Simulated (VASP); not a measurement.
Here is a VASP 6.6.1 calculation.

Contents of INCAR:

```
SYSTEM = TiB2
  PREC = Accurate
  ENCUT = 520
  EDIFF = 1E-6
  ISMEAR = -1
  SIGMA = 0.05
  LREAL = .FALSE.
  LASPH = .TRUE.
  NELM = 100
  ALGO = Normal
  ISIF = 2
  LWAVE = .FALSE.
  LCHARG = .FALSE.
  GGA = B5
  ALDAX = 1.0
  AGGAX = 1.0
  AGGAC = 1.0
  ALDAC = 0.0
  IVDW = 13
  VDW_S6 = 1.0
  VDW_S8 = 2.34076671
  VDW_A1 = 0.44488865
  VDW_A2 = 4.0933009
  NBANDS = 16
```

The input KPOINTS:

```
regular mesh
0
G
  10 10 8
  0 0 0
```

File POSCAR:

```
TiB2
1.0
    2.9978602624      0.0000000000      0.0000000000
   -1.4989301312      2.5962231443      0.0000000000
    0.0000000000      0.0000000000      3.1858524330
Ti B
1 2
Direct
    0.0000000000      0.0000000000      0.0000000000
    0.6666666667      0.3333333333      0.5000000000
    0.3333333333      0.6666666667      0.5000000000
```

Potentials or basis: VASP PAW PBE potentials, release 64 (Ti_sv, B).

Launch:

```console
$ cat potpaw_PBE.64/Ti_sv/POTCAR potpaw_PBE.64/B/POTCAR > POTCAR
$ mpirun -np 1 vasp_std > vasp.out
```

(1) What does it give for the band gap on the k mesh?

(2) Predict the pressure.

## Answers

(1) zero (band 9 reaches 11.25 eV, above the bottom of band 10 at 10.62 eV).

(2) 0.4 GPa.

Caveat: the PAW data sets were made with another functional, which shifts forces and pressure a little; pairwise dispersion overbinds metals, which lowers pressure and volume.
